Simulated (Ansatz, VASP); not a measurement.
## One calculation of In4Ru, two programs

```
In Ru
1.0
     4.55625    0.00000    0.00000
     0.00000    4.55625    0.00000
     0.00000    0.00000    6.06855
In Ru
4 1
Direct
  0.00000 0.50000 0.74397
  0.50000 0.00000 0.74397
  0.00000 0.50000 0.25603
  0.50000 0.00000 0.25603
  0.00000 0.00000 0.00000
```

Alike in both runs: functional PBE; k mesh 8 × 8 × 6; occupations gaussian, width 0.1 eV; no spin polarisation.

Ansatz relaxed the structure, and its values are those at the end. VASP's run is a single point on that final structure, the one shown.

|  | VASP | Ansatz |
| --- | --- | --- |
| version | VASP 6.6.1 | Ansatz 0.2.0 |
| potentials or method | VASP PAW PBE potentials, release 64 (In_d, Ru_pv), cutoff 520 eV | scalar-relativistic, plane waves, PAW |
| valence electrons in the cell | 66 | 68 |

```csv
,VASP,Ansatz,Ansatz less VASP
gap on the k mesh at the Fermi level (eV),none,none,-
pressure (GPa),0.1,0.0,-0.06
```

A gap of «none» marks a metal or a gap that the smearing closes. With one functional, cell and mesh, what is left measures potentials, basis and numerics. VASP's potentials hold 66 valence electrons a cell and Ansatz's 68, so a difference there can come from the potentials and not from the codes.
